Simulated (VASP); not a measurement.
# NaCl (Fm-3m) in VASP: a series of runs

The runs below take NaCl through single point, relaxation of cell and atoms, with LDA.

Everything below comes from runs of VASP 6.6.1. Logs are shortened: lines on timing, memory, paths and dates and some standing lists are left out, and cuts for length are marked.

## Step 1: The cell of the first run

It takes space group Fm-3m (No. 225, cubic). Conventional cell: a = 5.410 Å, b = 5.410 Å, c = 5.410 Å, α = 90.00°, β = 90.00°, γ = 90.00°. Within 3.6 Å of Na (site symmetry m-3m) lie 6 Cl at 2.71 Å. Within 3.6 Å of Cl (site symmetry m-3m) lie 6 Na at 2.71 Å.

## Step 2: Single point, LDA

File INCAR:

```
SYSTEM = NaCl
PREC = Accurate ; ENCUT = 520
EDIFF = 1E-6 ; ISMEAR = 0
SIGMA = 0.01 ; LREAL = .False.
LASPH = .True. ; NELM = 80
ALGO = Normal ; ISIF = 2
LWAVE = .False. ; LCHARG = .False.
GGA = CA ; NBANDS = 14
```

File KPOINTS:

```
Automatic mesh
0
Gamma
  8 8 8
  0 0 0
```

File POSCAR:

```
NaCl
1.0
    0.0000000000      2.7051729283      2.7051729283
    2.7051729283      0.0000000000      2.7051729283
    2.7051729283      2.7051729283      0.0000000000
Na Cl
1 1
Direct
    0.0000000000      0.0000000000      0.0000000000
    0.5000000000      0.5000000000      0.5000000000
```

Potentials or basis: VASP PAW LDA potentials, release 64 (Na_pv, Cl).

Started as:

```bash
$ cat potpaw_LDA.64/Na_pv/POTCAR potpaw_LDA.64/Cl/POTCAR > POTCAR
$ mpirun -np 1 vasp_std > vasp.out
```

OUTCAR:

```text
SYSTEM = NaCl
   PREC = Accurate
   ENCUT = 520
   EDIFF = 1E-6
   ISMEAR = 0
   LREAL = .False.
   LASPH = .True.
   NELM = 80
   ISIF = 2
   GGA = CA

 ion  position               nearest neighbor table
   1  0.000  0.000  0.000-   2 2.71   2 2.71   2 2.71   2 2.71   2 2.71   2 2.71
   2  0.500  0.500  0.500-   1 2.71   1 2.71   1 2.71   1 2.71   1 2.71   1 2.71

  LATTYP: Found a face centered cubic cell.
 ALAT       =     5.4103458566

  Lattice vectors:

 A1 = (   0.0000000000,   2.7051729283,   2.7051729283)
 A2 = (   2.7051729283,   0.0000000000,   2.7051729283)
 A3 = (   2.7051729283,   2.7051729283,   0.0000000000)

Analysis of symmetry for initial positions (statically):
=====================================================================
 Subroutine PRICEL returns:
 Original cell was already a primitive cell.

 Routine SETGRP: Setting up the symmetry group for a
 face centered cubic supercell.

 Subroutine GETGRP returns: Found 48 space group operations
 (whereof 48 operations were pure point group operations)
 out of a pool of 48 trial point group operations.

The static configuration has the point symmetry O_h .

Analysis of symmetry for dynamics (positions and initial velocities):
=====================================================================
 Subroutine PRICEL returns:
 Original cell was already a primitive cell.

 Routine SETGRP: Setting up the symmetry group for a
 face centered cubic supercell.

 Subroutine GETGRP returns: Found 48 space group operations
 (whereof 48 operations were pure point group operations)
 out of a pool of 48 trial point group operations.

The dynamic configuration has the point symmetry O_h .

 Subroutine INISYM returns: Found 48 space group operations
 (whereof 48 operations are pure point group operations),
 and found     1 'primitive' translations

----------------------------------------------------------------------------------------

                                     Primitive cell

  volume of cell :      39.5927

  direct lattice vectors                    reciprocal lattice vectors
     0.000000000  2.705172928  2.705172928    -0.184831067  0.184831067  0.184831067
     2.705172928  0.000000000  2.705172928     0.184831067 -0.184831067  0.184831067
     2.705172928  2.705172928  0.000000000     0.184831067  0.184831067 -0.184831067

  length of vectors
     3.825692244  3.825692244  3.825692244     0.320136800  0.320136800  0.320136800

  position of ions in fractional coordinates (direct lattice)
[... 8 lines left out ...]
----------------------------------------------------------------------------------------

 KPOINTS: Automatic mesh

Automatic generation of k-mesh.
 Grid dimensions read from file:
 generate k-points for:    8    8    8

 Generating k-lattice:

  Cartesian coordinates                     Fractional coordinates (reciprocal lattice)
    -0.023103883  0.023103883  0.023103883     0.125000000  0.000000000  0.000000000
     0.023103883 -0.023103883  0.023103883     0.000000000  0.125000000  0.000000000
     0.023103883  0.023103883 -0.023103883     0.000000000  0.000000000  0.125000000

  Length of vectors
     0.040017100  0.040017100  0.040017100

  Shift w.r.t. Gamma in fractional coordinates (k-lattice)
     0.000000000  0.000000000  0.000000000

 Subroutine IBZKPT returns following result:
 ===========================================

 Found     29 irreducible k-points:

 Following reciprocal coordinates:
            Coordinates               Weight
  0.000000  0.000000  0.000000      1.000000
  0.125000  0.000000  0.000000      8.000000
  0.250000  0.000000  0.000000      8.000000
  0.375000  0.000000  0.000000      8.000000
  0.500000  0.000000  0.000000      4.000000
  0.125000  0.125000  0.000000      6.000000
[... 16 lines left out ...]
  0.500000  0.250000  0.125000     48.000000
 -0.375000  0.250000  0.125000     24.000000
 [... further k-points ...]
   k-points           NKPTS =     29   k-points in BZ     NKDIM =     29   number of bands    NBANDS=     14
   number of dos      NEDOS =    301   number of ions     NIONS =      2
   total plane-waves  NPLWV =  21952
   dimension x,y,z NGX =    28 NGY =   28 NGZ =   28
   dimension x,y,z NGXF=    56 NGYF=   56 NGZF=   56
   ions per type =               1   1
   NGX,Y,Z   is equivalent  to a cutoff of  12.17, 12.17, 12.17 a.u.
   NGXF,Y,Z  is equivalent  to a cutoff of  24.33, 24.33, 24.33 a.u.
 SYSTEM =  NaCl
   PREC   = accura    normal or accurate (medium, high low for compatibility)
   ISTART =      0    job   : 0-new  1-cont  2-samecut
   ICHARG =      2    charge: 1-file 2-atom 10-const
   ISPIN  =      1    spin polarized calculation?
   LNONCOLLINEAR =      F non collinear calculations
   LSORBIT =      F    spin-orbit coupling
   LASPH  =      T    aspherical Exc in radial PAW
   ENCUT  =  520.0 eV  38.22 Ry    6.18 a.u.   7.11  7.11  7.11*2*pi/ulx,y,z
   NELM   =     80;   NELMIN=  2; NELMDL= -5     # of ELM steps
   EDIFF  = 0.1E-05   stopping-criterion for ELM
   LREAL  =      F    real-space projection
   EDIFFG = 0.1E-04   stopping-criterion for IOM
   NSW    =      0    number of steps for IOM
   IBRION =     -1    ionic relax: 0-MD 1-quasi-New 2-CG
   NFREE  =      0    steps in history (QN), initial steepest desc. (CG)
   ISIF   =      2    stress and relaxation
   ISYM   =      2    0-nonsym 1-usesym 2-fastsym
   POTIM  = 0.5000    time-step for ionic-motion
   TEBEG  =    0.0;   TEEND  =   0.0 temperature during run
   PSTRESS=    0.0 pullay stress
   NELECT =      14.0000    total number of electrons
   NUPDOWN=      -1.0000    fix difference up-down
   EMIN   =  10.00;   EMAX   =-10.00  energy-range for DOS
   EFERMI =   0.00;   METHOD = LEGACY
   ISMEAR =     0;   SIGMA  =   0.01  broadening in eV -4-tet -1-fermi 0-gaus
   EFERMI_NEDOS =   21; number of points for ismear=-14 and -15
   IALGO  =     38    algorithm
   IMIX   =      4    mixing-type and parameters
     AMIX     =   0.40;   BMIX     =  1.00
     AMIX_MAG =   1.60;   BMIX_MAG =  1.00
  volume/ion in A,a.u.               =      19.80       133.59
  Fermi-wavevector in a.u.,A,eV,Ry     =   1.157655  2.187651 18.234053  1.340165
  Thomas-Fermi vector in A             =   2.294264
   LORBIT       =      0    0 simple, 1 ext, 2 COOP (PROOUT), +10 PAW based schemes
   GGA     = CA    functional components
   LHFCALC =     F    Hartree Fock is set to
   AEXX    =    0.0000 exact exchange contribution
   IVDW    =     0    specifies the selected vdW correction
   LEPSILON=     F    determine dielectric tensor
   LRPA    =     F    only Hartree local field effects (RPA)
 non-spin polarized calculation
 Gauss-broadening in eV      SIGMA  =   0.01
  energy-cutoff  :      520.00
  volume of cell :       39.59
 maximum number of plane-waves:      1090
   NGX = 15   NGY = 15   NGZ = 15

 number of electron      13.9999994 magnetization

 Free energy of the ion-electron system (eV)
  ---------------------------------------------------
  ext. energy  EPLUGINS =         0.00000000
  ---------------------------------------------------
  free energy    TOTEN  =        -7.38512163 eV

  energy without entropy =       -7.38512163  energy(sigma->0) =       -7.38512163

 E-fermi :   0.0102     XC(G=0):  -9.2716

 val. band max:       -0.1547594769   @ k =   0.0000   0.0000   0.0000
 cond. band min:       5.0583335432   @ k =   0.0000   0.0000   0.0000
 fundamental gap:      5.2130930201
 Fermi energy:         0.0101552248

 k-point     1 :       0.0000    0.0000    0.0000
  band No.  band energies     occupation
      1     -20.7452      2.00000
      2     -20.7452      2.00000
      3     -20.7452      2.00000
      4     -13.0634      2.00000
      5      -0.1548      2.00000
      6      -0.1548      2.00000
      7      -0.1548      2.00000
      8       5.0583      0.00000
      9      10.7943      0.00000
     10      10.7943      0.00000
     11      10.7943      0.00000
     12      13.1943      0.00000
     13      13.1943      0.00000
     14      14.7723      0.00000

 k-point     2 :       0.1250    0.0000    0.0000
  band No.  band energies     occupation
      1     -20.7536      2.00000
      2     -20.7458      2.00000
      3     -20.7458      2.00000
      4     -12.9931      2.00000
      5      -0.6305      2.00000
      6      -0.2104      2.00000
      7      -0.2104      2.00000
      8       5.6235      0.00000
      9      10.2425      0.00000
     10      11.0225      0.00000
     11      11.0225      0.00000
     12      12.9517      0.00000
     13      12.9517      0.00000
     14      15.8524      0.00000

 k-point     3 :       0.2500    0.0000    0.0000
  band No.  band energies     occupation
      1     -20.7735      2.00000
      2     -20.7471      2.00000
      3     -20.7471      2.00000
      4     -12.8169      2.00000
      5      -1.5516      2.00000
      6      -0.3395      2.00000
      7      -0.3395      2.00000
      8       6.5935      0.00000
      9       9.8467      0.00000
     10      11.1970      0.00000
     11      11.1970      0.00000
     12      13.2012      0.00000
     13      13.2012      0.00000
     14      15.9887      0.00000
[... 324 lines left out ...]
 k-point    23 :       0.5000    0.2500    0.1250
  band No.  band energies     occupation
      1     -20.7856      2.00000
      2     -20.7590      2.00000
      3     -20.7515      2.00000
      4     -12.5667      2.00000
      5      -2.1079      2.00000
      6      -1.0472      2.00000
      7      -0.6292      2.00000
      8       8.1059      0.00000
      9       9.5383      0.00000
     10       9.7889      0.00000
     11      11.9298      0.00000
     12      13.8311      0.00000
     13      16.4685      0.00000
     14      16.9459      0.00000

 k-point    24 :      -0.3750    0.2500    0.1250
  band No.  band energies     occupation
      1     -20.7896      2.00000
      2     -20.7599      2.00000
      3     -20.7529      2.00000
      4     -12.5081      2.00000
      5      -2.2580      2.00000
      6      -1.1487      2.00000
      7      -0.6966      2.00000
      8       8.1307      0.00000
      9       9.5156      0.00000
     10      10.3527      0.00000
     11      11.7263      0.00000
     12      14.5351      0.00000
     13      15.9896      0.00000
     14      17.1077      0.00000

 [... further k-points ...]

------------------------ aborting loop because EDIFF is reached ----------------------------------------

  FORCE on cell =-STRESS in cart. coord.  units (eV):
  Direction    XX          YY          ZZ          XY          YZ          ZX
  --------------------------------------------------------------------------------------
  -------------------------------------------------------------------------------------
  Total        0.2638202      0.2638202      0.2638202      0.0000000      0.0000000      0.0000000
  in kB       10.6758747     10.6758747     10.6758747      0.0000000      0.0000000      0.0000000
  external PRESSURE =      10.6758747 kB  Pullay stress =       0.0000000 kB

 VOLUME and BASIS-vectors are now :
 -----------------------------------------------------------------------------
  energy-cutoff  :      520.00
  volume of cell :       39.59
      direct lattice vectors                 reciprocal lattice vectors
     0.000000000  2.705172928  2.705172928    -0.184831067  0.184831067  0.184831067
     2.705172928  0.000000000  2.705172928     0.184831067 -0.184831067  0.184831067
     2.705172928  2.705172928  0.000000000     0.184831067  0.184831067 -0.184831067

 POSITION                                       TOTAL-FORCE (eV/Angst)
 -----------------------------------------------------------------------------------
      0.00000      0.00000      0.00000         0.000000      0.000000      0.000000
      2.70517      2.70517      2.70517        -0.000000     -0.000000     -0.000000
 -----------------------------------------------------------------------------------
    total drift:                                0.000000      0.000000      0.000000

  FREE ENERGIE OF THE ION-ELECTRON SYSTEM (eV)
  ---------------------------------------------------
  free  energy   TOTEN  =        -7.3851216286 eV

  energy  without entropy=       -7.3851216286  energy(sigma->0) =       -7.38512163
```

It took 13 s on 1 thread of Intel Xeon Platinum 8259CL at 2.50GHz (Skylake/Cascade Lake), shared host; peak memory 0.14 GiB.

Results:

| Property | Result |
| --- | --- |
| Free energy | -7.3851 eV |
| Pressure | 1.1 GPa |
| Band gap on the k mesh | 5.21 eV, direct |

[end of part 1 of 3]
